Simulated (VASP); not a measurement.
Se, 3 atoms in the cell. Symmetry: P3_121, No. 152, trigonal system. The conventional cell has a = 6.372 Å, b = 6.372 Å, c = 4.990 Å, α = 90.00°, β = 90.00°, γ = 120.00°. Within 3.1 Å of Se (site symmetry 2) lie 2 Se at 2.37 Å. 

| Property | Result |
| --- | --- |
| Program | VASP 6.6.1 |
| Task | single point |
| Functional | revPBE |
| Potentials or basis | VASP PAW PBE potentials, release 64 (Se) |
| Cutoff | 520 eV |
| k mesh | 5 × 5 × 4 |
| Occupations | fermi-dirac, width 0.05 eV |
| Spin | no spin polarisation |
| Dipole correction | no |
| Further INCAR settings | ALGO = Normal; EDIFF = 1e-07; NBANDS = 16 |

Potentials or basis: VASP PAW PBE potentials, release 64 (Se).

Run with:

```bash
$ cat potpaw_PBE.64/Se/POTCAR > POTCAR
$ mpirun -np 1 vasp_std > vasp.out
```

Hardware: 1 thread of AMD EPYC 7R43 64-Core Processor (Zen 3) (shared host).

**Question.** How long does it take, and how much memory?

**Answer.** Wall time 51 s on 1 thread of AMD EPYC 7R43 64-Core Processor (Zen 3), on a shared host, peak memory 0.24 GiB. Counts: scf iterations 14, k points 17.
